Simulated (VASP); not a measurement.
# HfB: single point with PBEsol

Crystal: HfB.

```xyz
2
Lattice="0.0000 2.3100 2.3100 2.3100 0.0000 2.3100 2.3100 2.3100 0.0000" Properties=species:S:1:pos:R:3 pbc="T T T"
Hf    2.3100    2.3100    2.3100
B     0.0000    0.0000    0.0000
```

```
Program             : VASP 6.6.1
Task                : single point
Functional          : PBEsol
Potentials or basis : VASP PAW PBE potentials, release 64 (Hf_pv, B)
Cutoff              : 520 eV
k mesh              : 11 × 11 × 11
Occupations         : methfessel-paxton, width 0.1 eV
Spin                : no spin polarisation
```

```yaml
Pressure: 24.4 GPa
```

Levels at points of the mesh, in eV from the Fermi level:
| k point | band 4 | band 5 | band 6 | band 7 | band 8 | band 9 | band 10 | band 11 |
| --- | --- | --- | --- | --- | --- | --- | --- | --- |
| (0.00, 0.00, 0.00) | -9.62 | 2.10 | 2.10 | 2.10 | 3.94 | 3.94 | 3.94 | 4.14 |

Run time: 7.2 s on 1 thread of Intel(R) Xeon(R) Platinum 8488C (Sapphire Rapids), on a shared host, peak memory 0.15 GiB.

Caveat: the PAW data sets were made with another functional, which shifts forces and pressure a little; spin-orbit coupling is left out, which moves the levels of the heavy elements.
